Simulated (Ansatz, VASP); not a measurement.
## Two plane-wave programs on BN

```xyz
4
Lattice="2.3060 0.0000 0.0000 -1.1530 2.1550 0.0000 0.0000 0.0000 6.7336" Properties=species:S:1:pos:R:3 pbc="T T T"
B     0.0000    1.3958    1.6834
B     1.1530    0.7591    5.0502
N     0.0000    1.5069    5.0502
N     1.1530    0.6480    1.6834
```

Change from the starting cell: normal strain along x -0.0733, normal strain along z +0.0367.

Alike in both runs: functional LDA; k mesh 12 × 12 × 4; occupations gaussian, width 0.05 eV; no spin polarisation.

Ansatz relaxed the structure, and its values are those at the end. VASP's run is a single point on that final structure, the one shown.

```csv
,VASP,Ansatz
version,VASP 6.6.1,Ansatz 0.2.0
potentials or method,"VASP PAW LDA potentials, release 64 (B, N), cutoff 520 eV","scalar-relativistic, plane waves, PAW"
valence electrons in the cell,16,16
```

```tsv
	VASP	Ansatz	Ansatz less VASP
gap on the k mesh at the Fermi level (eV)	3.84	3.85	+0.015
least direct gap on the mesh (eV)	4.82	4.83	+0.011
pressure (GPa)	33.2	32.6	-0.63
rms of the force components (eV/Å)	0.005	0.002	-0.0039
```

Ansatz warns that its potentials were made for another functional, while VASP's fit it. LDA's correlation is that of Perdew and Zunger in VASP and of Perdew and Wang (1992) in Ansatz. Both programs put the cell under a high pressure, so it lies far from rest at this level. Ansatz's warnings: stress scf threshold loose.
